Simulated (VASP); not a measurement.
SrMg6Ni, 8 atoms in the cell. Symmetry: Amm2, No. 38, orthorhombic system. The conventional cell has a = 4.485 Å, b = 6.256 Å, c = 14.238 Å, α = 90.00°, β = 90.00°, γ = 90.00°. Sr (site symmetry mm2) has 12 Mg at 3.28 to 4.04 Å and 2 Ni at 3.38 Å within 4.3 Å. Within 3.6 Å of Ni (site symmetry mm2) lie 8 Mg at 2.72 to 3.38 Å and 2 Sr at 3.38 Å. Within 3.9 Å of Mg (site symmetry mm2) lie 8 Mg at 2.99 to 3.37 Å and 2 Sr at 3.35 Å. Mg (site symmetry m) has 2 Ni at 2.74 Å and 7 Mg at 2.90 to 3.37 Å and 1 Sr at 3.28 Å within 3.6 Å. Mg (site symmetry mm2) has 10 Mg at 3.22 to 3.95 Å and 2 Ni at 3.38 Å and 4 Sr at 4.04 Å within 4.2 Å. Within 4.0 Å of Mg (site symmetry m) lie 1 Ni at 2.72 Å and 8 Mg at 2.90 to 3.95 Å and 2 Sr at 3.61 Å. 

| Quantity | Value |
| --- | --- |
| Program | VASP 6.6.1 |
| Task | single point |
| Functional | PBE |
| Potentials or basis | VASP PAW PBE potentials, release 64 (Sr_sv, Ni, Mg) |
| Cutoff | 520 eV |
| k mesh | 6 × 5 × 5 |
| Occupations | fermi-dirac, width 0.05 eV |
| Spin | collinear spin, ferromagnetic start |
| Starting moments | [0.0, 1.0, 0.0, 0.0, 0.0, 0.0, 0.0, 0.0] μB |
| Dipole correction | no |
| Further INCAR settings | ALGO = Normal; EDIFF = 1e-07; NBANDS = 30 |

Potentials or basis: VASP PAW PBE potentials, release 64 (Sr_sv, Ni, Mg).

Command:

```console
$ cat potpaw_PBE.64/Sr_sv/POTCAR potpaw_PBE.64/Ni/POTCAR potpaw_PBE.64/Mg/POTCAR > POTCAR
$ mpirun -np 1 vasp_std > vasp.out
```

Hardware: 1 thread of Intel(R) Xeon(R) Platinum 8488C (Sapphire Rapids) (shared host).

Task: How long does it take, and how much memory?

Result: Run time: 8.1 min on 1 thread of Intel(R) Xeon(R) Platinum 8488C (Sapphire Rapids), on a shared host, peak memory 0.65 GiB. Counts: scf iterations 20, k points 36.
